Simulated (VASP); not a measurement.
Set up this calculation in VASP 6.6.1, as the native input.

```yaml
Task: single point
Functional: r2SCAN
Potentials_or_basis: VASP PAW PBE potentials, release 64 (K_sv, Mg, F)
Cutoff: 520 eV
k_mesh: 8 × 8 × 8
Occupations: fermi-dirac, width 0.02 eV
Spin: no spin polarisation
Dipole_correction: no
Further_INCAR_settings: ALGO = Normal; EDIFF = 1e-06; NBANDS = 24
```

Crystal: KMgF3.

```
K Mg F
1.0
     4.06180    0.00000    0.00000
     0.00000    4.06180    0.00000
     0.00000    0.00000    4.06180
K Mg F
1 1 3
Cartesian
  2.0309 2.0309 2.0309
  0.0000 0.0000 0.0000
  2.0309 0.0000 0.0000
  0.0000 2.0309 0.0000
  0.0000 0.0000 2.0309
```

One way to write it, as run:

POSCAR

```
KMgF3
1.0
    4.0617998600      0.0000000000      0.0000000000
    0.0000000000      4.0617998600      0.0000000000
    0.0000000000      0.0000000000      4.0617998600
K Mg F
1 1 3
Direct
    0.5000000000      0.5000000000      0.5000000000
    0.0000000000      0.0000000000      0.0000000000
    0.5000000000      0.0000000000      0.0000000000
    0.0000000000      0.5000000000      0.0000000000
    0.0000000000      0.0000000000      0.5000000000
```

INCAR.step1

```
SYSTEM = KMgF3
ALGO = Normal
EDIFF = 1E-4
ENCUT = 520
GGA = PE
ISMEAR = -1
LASPH = .True.
LCHARG = .False.
LREAL = .False.
LWAVE = .True.
NBANDS = 24
NELM = 80
PREC = Accurate
SIGMA = 0.02
```

INCAR.step2

```
SYSTEM = KMgF3
ALGO = Normal
EDIFF = 1E-6
ENCUT = 520
ISIF = 2
ISMEAR = -1
ISTART = 1
LASPH = .True.
LCHARG = .False.
LMIXTAU = .True.
LREAL = .False.
LWAVE = .False.
METAGGA = R2SCAN
NBANDS = 24
NELM = 80
PREC = Accurate
SIGMA = 0.02
```

KPOINTS

```
k-points
0
Gamma
  8 8 8
  0 0 0
```

Potentials or basis: VASP PAW PBE potentials, release 64 (K_sv, Mg, F).

Launch:

```console
$ cat potpaw_PBE.64/K_sv/POTCAR potpaw_PBE.64/Mg/POTCAR potpaw_PBE.64/F/POTCAR > POTCAR
$ cp INCAR.step1 INCAR
$ mpirun -np 1 vasp_std > vasp.out
$ cp INCAR.step2 INCAR
$ mpirun -np 1 vasp_std > vasp.out
```

Results of the run:

* Pressure: -4.7 GPa
* Band gap on the k mesh: 7.82 eV, indirect (least direct gap 8.13 eV)

Caveat: the PAW data sets were made with another functional, which shifts forces and pressure a little.

Wall time 2.2 min on 1 thread of Intel(R) Xeon(R) Platinum 8488C (Sapphire Rapids), on a shared host, peak memory 0.2 GiB.
